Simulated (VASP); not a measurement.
Write the native input for VASP 6.6.1 that does the following.

```
Task                   : single point
Functional             : PBE
Potentials or basis    : VASP PAW PBE potentials, release 64 (Sn_d)
Cutoff                 : 500 eV
k mesh                 : 6 × 6 × 6
Occupations            : gaussian, width 0.1 eV
Spin                   : no spin polarisation
Dipole correction      : no
Further INCAR settings : ALGO = Normal; EDIFF = 1e-06; NBANDS = 13
```

The structure of Sn lies in POSCAR:

```
Sn
1.0
   -1.8946518192      1.8946518192      1.8946518192
    1.8946518192     -1.8946518192      1.8946518192
    1.8946518192      1.8946518192     -1.8946518192
Sn
1
Direct
    0.0633136894      0.0756794815      0.1039357123
```

These files were run (other wordings do the same):

INCAR

```
ALGO = Normal
EDIFF = 1E-6
ENCUT = 500
GGA = PE
GGA_COMPAT = False
ISIF = 2
ISMEAR = 0
LASPH = True
LCHARG = False
LREAL = False
LWAVE = False
NBANDS = 13
NELM = 120
PREC = Accurate
SIGMA = 0.1
```

KPOINTS

```
k-points
0
Gamma
  6 6 6
```

Potentials or basis: VASP PAW PBE potentials, release 64 (Sn_d).

Command:

```console
$ cat potpaw_PBE.64/Sn_d/POTCAR > POTCAR
$ mpirun -np 1 vasp_std > vasp.out
```

It gave:

```yaml
Pressure: 0.7 GPa
Band_gap_on_the_k_mesh: zero (band 7 reaches 16.04 eV, above the bottom of band 8 at 5.62 eV)
```

Caveat: the k points lie up to 0.39 Å⁻¹ apart; spin-orbit coupling is left out, which moves the levels of the heavy elements.

It took 3.1 s on 1 thread of AMD EPYC 9R45 (Zen 5) (shared host), peak memory 0.1 GiB.
